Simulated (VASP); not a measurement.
Set up this calculation in VASP 6.6.1, as the native input.

```
Task                   : single point
Functional             : PBEsol
Potentials or basis    : VASP PAW PBE potentials, release 64 (Ta_pv, K_sv, O)
Cutoff                 : 520 eV
k mesh                 : 5 × 5 × 5
Occupations            : fermi-dirac, width 0.05 eV
Spin                   : non-collinear spin, zero start, spin-orbit coupling
Starting moments       : [[0.0, 0.0, 0.0], [0.0, 0.0, 0.0], [0.0, 0.0, 0.0], [0.0, 0.0, 0.0], [0.0, 0.0, 0.0]] μB
Dipole correction      : no
Further INCAR settings : ALGO = Normal; EDIFF = 1e-06; NBANDS = 53
```

The structure of KTaO3 lies in POSCAR:

```
KTaO3
1.0
    3.9883000000      0.0000000000      0.0000000000
    0.0000000000      3.9883000000      0.0000000000
    0.0000000000      0.0000000000      3.9883000000
Ta K O
1 1 3
Direct
    0.0000000000      0.0000000000      0.0000000000
    0.5000000000      0.5000000000      0.5000000000
    0.0000000000      0.0000000000      0.5000000000
    0.0000000000      0.5000000000      0.0000000000
    0.5000000000      0.0000000000      0.0000000000
```

The input as run:

INCAR

```
  PREC = Accurate
  ENCUT = 520
  EDIFF = 1E-6
  ISMEAR = -1
  SIGMA = 0.05
  LREAL = F
  LASPH = T
  NELM = 150
  ALGO = Normal
  ISIF = 2
  LWAVE = F
  LCHARG = F
  MAGMOM = 0 0 0 0 0 0 0 0 0 0 0 0 0 0 0
  LORBIT = 11
  LSORBIT = T
  GGA_COMPAT = F
  LORBMOM = T
  LMAXMIX = 4
  GGA = PS
  NBANDS = 53
```

KPOINTS

```
regular mesh
0
Gamma
  5 5 5
```

Potentials or basis: VASP PAW PBE potentials, release 64 (Ta_pv, K_sv, O).

Launch:

```bash
$ cat potpaw_PBE.64/Ta_pv/POTCAR potpaw_PBE.64/K_sv/POTCAR potpaw_PBE.64/O/POTCAR > POTCAR
$ mpirun -np 1 vasp_ncl > vasp.out
```

It gave:

```
Pressure                                              : 0.5 GPa
Net moment                                            : 0.00 μB per cell
Valence electrons inside the program's atomic spheres : Ta 8.79; K 7.60; O 5.06
```

Caveat: the PAW data sets were made with another functional, which shifts forces and pressure a little.

Wall time 39 s on 1 thread of Intel(R) Xeon(R) 6975P-C (Granite Rapids) (shared host), peak memory 0.3 GiB.
